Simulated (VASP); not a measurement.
# Al (Fm-3m) in VASP: further runs

Runs on Al. Level: PBEsol. Tasks: single point.

Everything below comes from runs of VASP 6.6.1. Logs are shortened: lines on timing, memory, paths and dates and some standing lists are left out, and cuts for length are marked.

## Step 1: The cell of the first run

Symmetry: Fm-3m, No. 225, cubic system. Conventional cell: a = 4.094 Å, b = 4.094 Å, c = 4.094 Å, α = 90.00°, β = 90.00°, γ = 90.00°. Within 3.8 Å of Al (site symmetry m-3m) lie 12 Al at 2.89 Å.

## Step 2: Single point, PBEsol (17.15 Å³/atom)

The input, INCAR:

```
PREC = Accurate
ENCUT = 500
EDIFF = 1E-6
ISMEAR = 0
SIGMA = 0.1
LREAL = False
LASPH = True
NELM = 120
ALGO = Normal
ISIF = 2
LWAVE = False
LCHARG = False
GGA = PS
NBANDS = 8
GGA_COMPAT = False
```

The input, KPOINTS:

```
regular mesh
0
Gamma
  18 18 18
```

The input, POSCAR:

```
Al
1.0
    0.0000000000      2.0469330395      2.0469330395
    2.0469330395      0.0000000000      2.0469330395
    2.0469330395      2.0469330395      0.0000000000
Al
1
Direct
    0.0000000000      0.0000000000      0.0000000000
```

Potentials or basis: VASP PAW PBE potentials, release 64 (Al).

The run is started by

```sh
$ cat potpaw_PBE.64/Al/POTCAR > POTCAR
$ mpirun -np 1 vasp_std > vasp.out
```

OUTCAR:

```text
PREC = Accurate
   ENCUT = 500
   EDIFF = 1E-6
   ISMEAR = 0
   LREAL = False
   LASPH = True
   NELM = 120
   ISIF = 2
   GGA = PS

 ion  position               nearest neighbor table
   1  0.000  0.000  0.000-

  LATTYP: Found a face centered cubic cell.
 ALAT       =     4.0938660790

  Lattice vectors:

 A1 = (   0.0000000000,   2.0469330395,   2.0469330395)
 A2 = (   2.0469330395,   0.0000000000,   2.0469330395)
 A3 = (   2.0469330395,   2.0469330395,   0.0000000000)

Analysis of symmetry for initial positions (statically):
=====================================================================
 Subroutine PRICEL returns:
 Original cell was already a primitive cell.

 Routine SETGRP: Setting up the symmetry group for a
 face centered cubic supercell.

 Subroutine GETGRP returns: Found 48 space group operations
 (whereof 48 operations were pure point group operations)
 out of a pool of 48 trial point group operations.

The static configuration has the point symmetry O_h .

Analysis of symmetry for dynamics (positions and initial velocities):
=====================================================================
 Subroutine PRICEL returns:
 Original cell was already a primitive cell.

 Routine SETGRP: Setting up the symmetry group for a
 face centered cubic supercell.

 Subroutine GETGRP returns: Found 48 space group operations
 (whereof 48 operations were pure point group operations)
 out of a pool of 48 trial point group operations.

The dynamic configuration has the point symmetry O_h .

 Subroutine INISYM returns: Found 48 space group operations
 (whereof 48 operations are pure point group operations),
 and found     1 'primitive' translations

----------------------------------------------------------------------------------------

                                     Primitive cell

  volume of cell :      17.1530

  direct lattice vectors                    reciprocal lattice vectors
     0.000000000  2.046933039  2.046933039    -0.244267883  0.244267883  0.244267883
     2.046933039  0.000000000  2.046933039     0.244267883 -0.244267883  0.244267883
     2.046933039  2.046933039  0.000000000     0.244267883  0.244267883 -0.244267883

  length of vectors
     2.894800466  2.894800466  2.894800466     0.423084384  0.423084384  0.423084384

  position of ions in fractional coordinates (direct lattice)
     0.000000000  0.000000000  0.000000000

  ion indices of the primitive-cell ions
   primitive index   ion index
                 1           1

----------------------------------------------------------------------------------------

 KPOINTS: regular mesh

Automatic generation of k-mesh.
 Grid dimensions read from file:
 generate k-points for:   18   18   18

 Generating k-lattice:

  Cartesian coordinates                     Fractional coordinates (reciprocal lattice)
    -0.013570438  0.013570438  0.013570438     0.055555556  0.000000000  0.000000000
     0.013570438 -0.013570438  0.013570438     0.000000000  0.055555556  0.000000000
     0.013570438  0.013570438 -0.013570438     0.000000000  0.000000000  0.055555556

  Length of vectors
     0.023504688  0.023504688  0.023504688

  Shift w.r.t. Gamma in fractional coordinates (k-lattice)
     0.000000000  0.000000000  0.000000000

 Subroutine IBZKPT returns following result:
 ===========================================

 Found    195 irreducible k-points:

 Following reciprocal coordinates:
            Coordinates               Weight
  0.000000  0.000000  0.000000      1.000000
  0.055556  0.000000  0.000000      8.000000
  0.111111  0.000000  0.000000      8.000000
  0.166667  0.000000  0.000000      8.000000
  0.222222  0.000000  0.000000      8.000000
  0.277778  0.000000  0.000000      8.000000
[... 16 lines left out ...]
 -0.277778  0.055556  0.000000     24.000000
 -0.222222  0.055556  0.000000     24.000000
 [... further k-points ...]
   k-points           NKPTS =    195   k-points in BZ     NKDIM =    195   number of bands    NBANDS=      8
   number of dos      NEDOS =    301   number of ions     NIONS =      1
   total plane-waves  NPLWV =  13824
   dimension x,y,z NGX =    24 NGY =   24 NGZ =   24
   dimension x,y,z NGXF=    48 NGYF=   48 NGZF=   48
   ions per type =               1
   NGX,Y,Z   is equivalent  to a cutoff of  13.78, 13.78, 13.78 a.u.
   NGXF,Y,Z  is equivalent  to a cutoff of  27.57, 27.57, 27.57 a.u.
 SYSTEM =  unknown system
   PREC   = accura    normal or accurate (medium, high low for compatibility)
   ISTART =      0    job   : 0-new  1-cont  2-samecut
   ICHARG =      2    charge: 1-file 2-atom 10-const
   ISPIN  =      1    spin polarized calculation?
   LNONCOLLINEAR =      F non collinear calculations
   LSORBIT =      F    spin-orbit coupling
   LASPH  =      T    aspherical Exc in radial PAW
   ENCUT  =  500.0 eV  36.75 Ry    6.06 a.u.   5.28  5.28  5.28*2*pi/ulx,y,z
   NELM   =    120;   NELMIN=  2; NELMDL= -5     # of ELM steps
   EDIFF  = 0.1E-05   stopping-criterion for ELM
   LREAL  =      F    real-space projection
[... 7 lines left out ...]
   TEBEG  =    0.0;   TEEND  =   0.0 temperature during run
   PSTRESS=    0.0 pullay stress
   NELECT =       3.0000    total number of electrons
   NUPDOWN=      -1.0000    fix difference up-down
   EMIN   =  10.00;   EMAX   =-10.00  energy-range for DOS
   EFERMI =   0.00;   METHOD = LEGACY
   ISMEAR =     0;   SIGMA  =   0.10  broadening in eV -4-tet -1-fermi 0-gaus
   EFERMI_NEDOS =   21; number of points for ismear=-14 and -15
   IALGO  =     38    algorithm
   IMIX   =      4    mixing-type and parameters
     AMIX     =   0.40;   BMIX     =  1.00
     AMIX_MAG =   1.60;   BMIX_MAG =  1.00
  volume/ion in A,a.u.               =      17.15       115.75
  Fermi-wavevector in a.u.,A,eV,Ry     =   0.915521  1.730084 11.404112  0.838179
  Thomas-Fermi vector in A             =   2.040272
   LORBIT       =      0    0 simple, 1 ext, 2 COOP (PROOUT), +10 PAW based schemes
   GGA     = PS    functional components
   LHFCALC =     F    Hartree Fock is set to
   AEXX    =    0.0000 exact exchange contribution
   IVDW    =     0    specifies the selected vdW correction
   LEPSILON=     F    determine dielectric tensor
   LRPA    =     F    only Hartree local field effects (RPA)
 non-spin polarized calculation
 Gauss-broadening in eV      SIGMA  =   0.10
  energy-cutoff  :      500.00
  volume of cell :       17.15
 maximum number of plane-waves:       448
 NGX is ok and might be reduce to    24
   NGX = 11   NGY = 11   NGZ = 11

 number of electron       3.0000000 magnetization

 Free energy of the ion-electron system (eV)
  ---------------------------------------------------
  ext. energy  EPLUGINS =         0.00000000
  ---------------------------------------------------
  free energy    TOTEN  =        -4.07777252 eV

  energy without entropy =       -4.07520653  energy(sigma->0) =       -4.07648953

 E-fermi :   7.5395     XC(G=0): -10.1162

 val. band max:        7.5042608649   @ k =   0.5000   0.4444   0.0556
 cond. band min:       7.5464671568   @ k =  -0.3889   0.3889   0.1667
 fundamental gap:      0.0422062920
 Fermi energy:         7.5395056780

 k-point     1 :       0.0000    0.0000    0.0000
  band No.  band energies     occupation
      1      -3.3127      2.00000
      2      19.9359      0.00000
      3      19.9359      0.00000
      4      19.9359      0.00000
      5      21.1388      0.00000
      6      21.1388      0.00000
      7      21.1388      0.00000
      8      23.7558      0.00000

 k-point     2 :       0.0556    0.0000    0.0000
  band No.  band energies     occupation
      1      -3.2310      2.00000
      2      18.3978      0.00000
      3      19.5844      0.00000
      4      19.5844      0.00000
      5      21.6151      0.00000
      6      21.6151      0.00000
      7      21.7828      0.00000
      8      24.5920      0.00000

 k-point     3 :       0.1111    0.0000    0.0000
  band No.  band energies     occupation
      1      -2.9860      2.00000
      2      16.2209      0.00000
      3      19.0527      0.00000
      4      19.0527      0.00000
      5      21.8884      0.00000
      6      22.4875      0.00000
      7      22.4875      0.00000
      8      25.0681      0.00000

 k-point     4 :       0.1667    0.0000    0.0000
  band No.  band energies     occupation
      1      -2.5786      2.00000
      2      14.0353      0.00000
      3      18.6029      0.00000
      4      18.6029      0.00000
      5      21.7481      0.00000
      6      23.0832      0.00000
      7      23.0832      0.00000
      8      24.4480      0.00000

 k-point     5 :       0.2222    0.0000    0.0000
  band No.  band energies     occupation
      1      -2.0102      2.00000
      2      11.9244      0.00000
      3      18.2752      0.00000
      4      18.2752      0.00000
      5      21.5919      0.00000
      6      22.3958      0.00000
      7      22.3958      0.00000
      8      25.3058      0.00000
[... 177 lines left out ...]
 k-point    22 :      -0.3333    0.0556    0.0000
  band No.  band energies     occupation
      1       0.0022      2.00000
      2       7.4970      1.45192
      3      16.4041      0.00000
      4      19.0392      0.00000
      5      19.4240      0.00000
      6      20.6635      0.00000
      7      22.1509      0.00000
      8      24.9894      0.00000

 k-point    23 :      -0.2778    0.0556    0.0000
  band No.  band energies     occupation
      1      -0.9335      2.00000
      2       9.3382      0.00000
      3      16.4214      0.00000
      4      19.1914      0.00000
      5      20.1342      0.00000
      6      21.5100      0.00000
      7      22.0989      0.00000
      8      25.7553      0.00000

 k-point    24 :      -0.2222    0.0556    0.0000
  band No.  band energies     occupation
      1      -1.7133      2.00000
      2      11.3004      0.00000
      3      16.5803      0.00000
      4      19.3530      0.00000
      5      21.0735      0.00000
      6      22.0946      0.00000
      7      22.5170      0.00000
      8      24.6826      0.00000

 [... further k-points ...]

------------------------ aborting loop because EDIFF is reached ----------------------------------------

  FORCE on cell =-STRESS in cart. coord.  units (eV):
  Direction    XX          YY          ZZ          XY          YZ          ZX
  --------------------------------------------------------------------------------------
  -------------------------------------------------------------------------------------
  Total       -0.4409043     -0.4409043     -0.4409043     -0.0000000     -0.0000000      0.0000000
  in kB      -41.1826218    -41.1826218    -41.1826218     -0.0000000     -0.0000000      0.0000000
  external PRESSURE =     -41.1826218 kB  Pullay stress =       0.0000000 kB

 VOLUME and BASIS-vectors are now :
 -----------------------------------------------------------------------------
  energy-cutoff  :      500.00
  volume of cell :       17.15
      direct lattice vectors                 reciprocal lattice vectors
     0.000000000  2.046933039  2.046933039    -0.244267883  0.244267883  0.244267883
     2.046933039  0.000000000  2.046933039     0.244267883 -0.244267883  0.244267883
     2.046933039  2.046933039  0.000000000     0.244267883  0.244267883 -0.244267883

 POSITION                                       TOTAL-FORCE (eV/Angst)
 -----------------------------------------------------------------------------------
      0.00000      0.00000      0.00000         0.000000      0.000000      0.000000
 -----------------------------------------------------------------------------------
    total drift:                               -0.000000      0.000000      0.000000

  FREE ENERGIE OF THE ION-ELECTRON SYSTEM (eV)
  ---------------------------------------------------
  free  energy   TOTEN  =        -4.0777725184 eV

  energy  without entropy=       -4.0752065331  energy(sigma->0) =       -4.07648953
```

It took 11 s on 1 thread of AMD EPYC 9R45 (Zen 5), shared host; peak memory 0.11 GiB.

Results:

- Free energy: -4.0778 eV
- Pressure: -4.1 GPa
- Band gap on the k mesh: zero (an odd number of electrons rules out a gap without spin polarisation)

Levels at points of the mesh, in eV from the Fermi level:
```csv
k point,band 1,band 2,band 3,band 4,band 5
"(0.00, 0.00, 0.00)",-10.85,12.40,12.40,12.40,13.60
"(0.50, 0.00, 0.00)",-4.43,-4.31,11.00,11.00,11.27
"(0.50, 0.50, 0.00)",-2.81,-1.59,5.26,5.42,5.42
```

Caveat: the cell stands under tension; the PAW data sets were made with another functional, which shifts forces and pressure a little.

(Part 1 of 2 ends here.)
